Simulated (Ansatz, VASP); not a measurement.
# MgO in VASP and in Ansatz

INCAR

```
SYSTEM = MgO
  PREC = Accurate
  ENCUT = 520
  EDIFF = 1E-7
  ISMEAR = 0
  SIGMA = 0.05
  LREAL = .False.
  LASPH = .True.
  NELM = 80
  ALGO = Normal
  ISIF = 2
  LWAVE = .False.
  LCHARG = .True.
  GGA = PE
  LELF = .True.
  LVHAR = .True.
  NBANDS = 16
```

Contents of KPOINTS:

```
Automatic mesh
0
Gamma
  9 9 6
  0 0 0
```

File POSCAR:

```
MgO
1.0
    3.1197997655      0.0000000000      0.0000000000
   -1.5598998828      2.7018258517      0.0000000000
    0.0000000000      0.0000000000      5.7834848054
Mg O
2 2
Direct
    0.3333333333      0.6666666667     -0.0229692219
    0.6666666667      0.3333333333      0.4770307781
    0.3333333333      0.6666666667      0.3982811987
    0.6666666667      0.3333333333      0.8982811987
```

Input for Ansatz:

```yaml
crystal:
  lattice:
    - [3.1197997655, 0.0, 0.0]
    - [-1.5598998828, 2.7018258517, 0.0]
    - [0.0, 0.0, 5.7834848054]
  atoms:
    - { symbol: Mg, position: [0.3333333333, 0.6666666667, -0.0229692219] }
    - { symbol: Mg, position: [0.6666666667, 0.3333333333, 0.4770307781] }
    - { symbol: O, position: [0.3333333333, 0.6666666667, 0.3982811987] }
    - { symbol: O, position: [0.6666666667, 0.3333333333, 0.8982811987] }
basis:
  ecutwfc: 520.0
kpoints:
  mp_grid: { grid: [9, 9, 6] }
hamiltonian:
  xc: pbe
  pseudopotentials: { kind: paw, azcp: { folder: soft_1 } }
scf:
  occupations: { method: gaussian, width: 0.05 }
output:
  forces: true
  stress: true
  eigenvalues: true
  write_density: true
  write_potential: true
  elf: true
  volumetric_format: npy
```

Alike in both runs: task single point; functional PBE; k mesh 9 × 9 × 6; occupations gaussian, width 0.05 eV; no spin polarisation.

```csv
,VASP,Ansatz
version,VASP 6.6.1,Ansatz 0.2.0
potentials or method,"VASP PAW PBE potentials, release 64 (Mg, O), cutoff 520 eV","scalar-relativistic, plane waves, PAW"
valence electrons in the cell,16,32
```

Ansatz gave:

- gap on the k mesh at the Fermi level (eV): 3.47
- least direct gap on the mesh (eV): 3.48
- pressure (GPa): 12.8
- traceless stress, the component that is largest in VASP (GPa): -23.65
- rms of the force components (eV/Å): 0.654

Task: Which values does VASP return?

Result: gap on the k mesh at the Fermi level (eV): 3.45; least direct gap on the mesh (eV): 3.46; pressure (GPa): 12.7; traceless stress, the component that is largest in VASP (GPa): -23.98; rms of the force components (eV/Å): 0.661.

Atom by atom the forces differ by 0.008 eV/Å (rms over components). VASP's potentials hold 16 valence electrons a cell and Ansatz's 32, so a difference there can come from the potentials and not from the codes.
